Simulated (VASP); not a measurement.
CuO (Tenorite):

```
Cu O
1.0
     2.34185   -1.71130    0.00000
     2.34185    1.71130    0.00000
    -0.85003    0.00000    5.05787
Cu O
2 2
Direct
  0.50000 0.00000 0.50000
  0.00000 0.50000 0.00000
  0.41840 0.58160 0.75000
  0.58160 0.41840 0.25000
```

Base run:

| Property | Result |
| --- | --- |
| Program | VASP 6.6.1 |
| Functional | PBEsol |
| Potentials or basis | VASP PAW PBE potentials, release 64 (Cu, O) |
| Cutoff | 520 eV |
| k mesh | 10 × 10 × 5 |
| Occupations | fermi-dirac, width 0.05 eV |
| Spin | no spin polarisation |
| Hubbard terms | Cu d U = 8.0 eV |

Its results: band gap on the k mesh zero (band 17 reaches 4.96 eV, above the bottom of band 18 at 4.29 eV); pressure -8.6 GPa; largest force 0.282 eV/Å.

**Question.** The run is repeated on the same cell with these changes: hubbard terms from Cu d U = 8.0 eV to Cu d U = 6.0 eV. What comes out?

**Answer.** Band gap on the k mesh zero (band 17 reaches 5.20 eV, above the bottom of band 18 at 4.54 eV); pressure -6.8 GPa; largest force 0.284 eV/Å.

Caveats: the PAW data sets were made with another functional, which shifts forces and pressure a little; U without spin polarisation on a metal has little footing.
